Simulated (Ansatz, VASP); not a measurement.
## Two plane-wave programs on SiC

File INCAR:

```
ALGO = Normal
DIPOL = 0.5 0.5 0.500
EDIFF = 1E-6
ENCUT = 520
GGA = PE
IDIPOL = 3
ISIF = 2
ISMEAR = 0
LASPH = True
LCHARG = True
LDIPOL = True
LELF = True
LREAL = False
LVACPOTAV = True
LVHAR = True
LWAVE = False
NBANDS = 36
NELM = 60
PREC = Accurate
SIGMA = 0.05
```

KPOINTS

```
k-points
0
Gamma
  9 9 1
```

Contents of POSCAR:

```
SiC
1.0
    3.0917664104      0.0000000000      0.0000000000
   -1.5458832052      2.6775482539      0.0000000000
    0.0000000000      0.0000000000     28.3148762731
C Si
6 6
Direct
    0.3333333333      0.6666666667      0.2648784310
    0.6666666667      0.3333333333      0.3544783487
    0.3333333333      0.6666666667      0.4440782665
    0.6666666667      0.3333333333      0.5336781842
    0.3333333333      0.6666666667      0.6232781020
    0.6666666667      0.3333333333      0.7128780198
    0.6666666667      0.3333333333      0.2871219802
    0.3333333333      0.6666666667      0.3767218980
    0.6666666667      0.3333333333      0.4663218158
    0.3333333333      0.6666666667      0.5559217335
    0.6666666667      0.3333333333      0.6455216513
    0.3333333333      0.6666666667      0.7351215690
```

Input for Ansatz:

```yaml
crystal:
  lattice:
    - [3.0917664104, 0.0, 0.0]
    - [-1.5458832052, 2.6775482539, 0.0]
    - [0.0, 0.0, 28.3148762731]
  atoms:
    - { symbol: C, position: [0.3333333333, 0.6666666667, 0.264878431] }
    - { symbol: Si, position: [0.6666666667, 0.3333333333, 0.2871219802] }
    - { symbol: C, position: [0.6666666667, 0.3333333333, 0.3544783487] }
    - { symbol: Si, position: [0.3333333333, 0.6666666667, 0.376721898] }
    - { symbol: C, position: [0.3333333333, 0.6666666667, 0.4440782665] }
    - { symbol: Si, position: [0.6666666667, 0.3333333333, 0.4663218158] }
    - { symbol: C, position: [0.6666666667, 0.3333333333, 0.5336781842] }
    - { symbol: Si, position: [0.3333333333, 0.6666666667, 0.5559217335] }
    - { symbol: C, position: [0.3333333333, 0.6666666667, 0.623278102] }
    - { symbol: Si, position: [0.6666666667, 0.3333333333, 0.6455216513] }
    - { symbol: C, position: [0.6666666667, 0.3333333333, 0.7128780198] }
    - { symbol: Si, position: [0.3333333333, 0.6666666667, 0.735121569] }
basis:
  ecutwfc: 420
kpoints:
  mp_grid: { grid: [9, 9, 1] }
hamiltonian:
  xc: pbe
scf:
  occupations: { method: gaussian, width: 0.05 }
output:
  forces: true
  stress: true
  eigenvalues: true
  write_density: true
  write_potential: true
  elf: true
  volumetric_format: npy
efield:
  axis: 3
  dipole_correction: true
  ramp_width: 0.04
```

Alike in both runs: task single point; functional PBE; k mesh 9 × 9 × 1; occupations gaussian, width 0.05 eV; no spin polarisation.

```csv
,VASP,Ansatz
version,VASP 6.6.1,Ansatz 0.2.0
potentials or method,"VASP PAW PBE potentials, release 64 (C, Si), cutoff 520 eV","scalar-relativistic, plane waves, PAW"
valence electrons in the cell,48,48
```

```tsv
	VASP	Ansatz	Ansatz less VASP
gap on the k mesh at the Fermi level (eV)	none	none	-
rms of the force components (eV/Å)	0.633	0.634	+0.0003
work function, face that differs most (eV)	6.51	6.52	+0.007
```

A gap of «none» marks a metal or a gap that the smearing closes. Ansatz's warnings: xc potential rough in thin density.
